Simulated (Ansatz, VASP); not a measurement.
## One calculation of MnSn3, two programs

```
Sn Mn
1.0
     4.35900    0.00000    0.00000
     0.00000    4.35900    0.00000
     0.00000    0.00000    4.35900
Sn Mn
3 1
Cartesian
  0.0000 2.1795 2.1795
  2.1795 0.0000 2.1795
  2.1795 2.1795 0.0000
  0.0000 0.0000 0.0000
```

Alike in both runs: functional PBEsol; k mesh 10 × 10 × 10; occupations gaussian, width 0.1 eV; no spin polarisation.

Ansatz relaxed the structure, and its values are those at the end. VASP's run is a single point on that final structure, the one shown.

```csv
,VASP,Ansatz
version,VASP 6.6.1,Ansatz 0.2.0
potentials or method,"VASP PAW PBE potentials, release 64 (Sn_d, Mn_pv), cutoff 520 eV","scalar-relativistic, plane waves, PAW"
valence electrons in the cell,55,57
```

```tsv
	VASP	Ansatz	Ansatz less VASP
gap on the k mesh at the Fermi level (eV)	none	none	-
pressure (GPa)	0.0	0.0	+0.04
```

VASP's potentials were made for PBE, not for PBEsol. A gap of «none» marks a metal or a gap that the smearing closes. VASP's potentials hold 55 valence electrons a cell and Ansatz's 57, so a difference there can come from the potentials and not from the codes.
